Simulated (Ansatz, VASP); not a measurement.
**Al2O3 in VASP and in Ansatz**

File INCAR:

```
PREC     = Accurate       # precision mode
ENCUT    = 520            # plane-wave cutoff, eV
EDIFF    = 1E-6           # SCF threshold, eV
ISMEAR   = 0              # smearing method
SIGMA    = 0.01           # smearing width, eV
LREAL    = False          # projectors in reciprocal space
LASPH    = True           # aspherical terms in the spheres
NELM     = 60             # most SCF steps
ALGO     = Normal         # electronic algorithm
ISIF     = 2              # what is computed and relaxed
LWAVE    = False          # write WAVECAR
LCHARG   = False          # write CHGCAR
GGA      = PE             # functional
NBANDS   = 20             # bands
```

KPOINTS

```
regular mesh
0
Gamma
  9 9 4
```

POSCAR

```
Al2O3
1.0
    2.9168275780      0.0000000000      0.0000000000
   -1.4584137890      2.5260467810      0.0000000000
    0.0000000000      0.0000000000      7.6048415835
Al O
2 3
Direct
    0.3333333333      0.6666666667      0.1827987277
    0.6666666667      0.3333333333      0.8172012723
    0.0000000000      0.0000000000      0.0000000000
    0.3333333333      0.6666666667      0.7268084417
    0.6666666667      0.3333333333      0.2731915583
```

Input for Ansatz:

```yaml
crystal:
  lattice:
    - [2.916827578, 0.0, 0.0]
    - [-1.458413789, 2.526046781, 0.0]
    - [0.0, 0.0, 7.6048415835]
  atoms:
    - { symbol: Al, position: [0.3333333333, 0.6666666667, 0.1827987277] }
    - { symbol: Al, position: [0.6666666667, 0.3333333333, 0.8172012723] }
    - { symbol: O, position: [0.0, 0.0, 0.0] }
    - { symbol: O, position: [0.3333333333, 0.6666666667, 0.7268084417] }
    - { symbol: O, position: [0.6666666667, 0.3333333333, 0.2731915583] }
kpoints:
  mp_grid: { grid: [9, 9, 4] }
hamiltonian:
  xc: pbe
scf:
  occupations: { method: fixed }
  n_extra_bands: 5
output:
  forces: true
  stress: true
  eigenvalues: true
```

Alike in both runs: task single point; functional PBE; k mesh 9 × 9 × 4; no spin polarisation.

|  | VASP | Ansatz |
| --- | --- | --- |
| version | VASP 6.6.1 | Ansatz 0.2.0 |
| potentials or method | VASP PAW PBE potentials, release 64 (Al, O) | plane waves, PAW |
| plane-wave cutoff (eV) | 520 | 420 |
| occupations | gaussian, width 0.01 eV | fixed |
| valence electrons in the cell | 24 | 24 |

```csv
,VASP,Ansatz,Ansatz less VASP
gap on the k mesh at the Fermi level (eV),4.48,4.51,+0.021
pressure (GPa),-4.9,-4.9,+0.01
"traceless stress, the component that is largest in VASP (GPa)",1.46,1.67,+0.211
rms of the force components (eV/Å),0.138,0.124,-0.0143
```

Atom by atom the forces differ by 0.018 eV/Å (rms over components).
